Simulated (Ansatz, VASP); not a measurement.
## InSb: VASP beside Ansatz

```
In Sb
1.0
     4.61024    0.00000    0.00000
     0.00000    6.51986    0.00000
     0.00000    0.00000   26.52559
In Sb
6 6
Direct
  0.50000 0.55871 0.30477
  0.00000 0.97810 0.36454
  0.50000 0.48403 0.45933
  0.00000 0.98403 0.54067
  0.50000 0.47810 0.63546
  0.00000 0.05872 0.69523
  0.00000 0.76479 0.27144
  0.50000 0.22905 0.37240
  0.00000 0.73532 0.45383
  0.50000 0.23532 0.54617
  0.00000 0.72905 0.62760
  0.50000 0.26479 0.72856
```

Alike in both runs: functional PBEsol; k mesh 8 × 6 × 1; occupations gaussian, width 0.1 eV; no spin polarisation.

Ansatz relaxed the structure, and its values are those at the end. VASP's run is a single point on that final structure, the one shown.

|  | VASP | Ansatz |
| --- | --- | --- |
| version | VASP 6.6.1 | Ansatz 0.2.0 |
| potentials or method | VASP PAW PBE potentials, release 64 (In_d, Sb), cutoff 520 eV | scalar-relativistic, plane waves, PAW |
| valence electrons in the cell | 108 | 168 |

Ansatz gave:

```
gap on the k mesh at the Fermi level (eV) : 0.51
least direct gap on the mesh (eV)         : 0.51
rms of the force components (eV/Å)        : 0.002
```

Question: Estimate VASP's values.

Answer: gap on the k mesh at the Fermi level (eV): 0.51; least direct gap on the mesh (eV): 0.51; rms of the force components (eV/Å): 0.006.

VASP's potentials were made for PBE, not for PBEsol. VASP's potentials hold 108 valence electrons a cell and Ansatz's 168, so a difference there can come from the potentials and not from the codes. Ansatz's warnings: xc potential rough in thin density.

Spin-orbit coupling is off throughout.
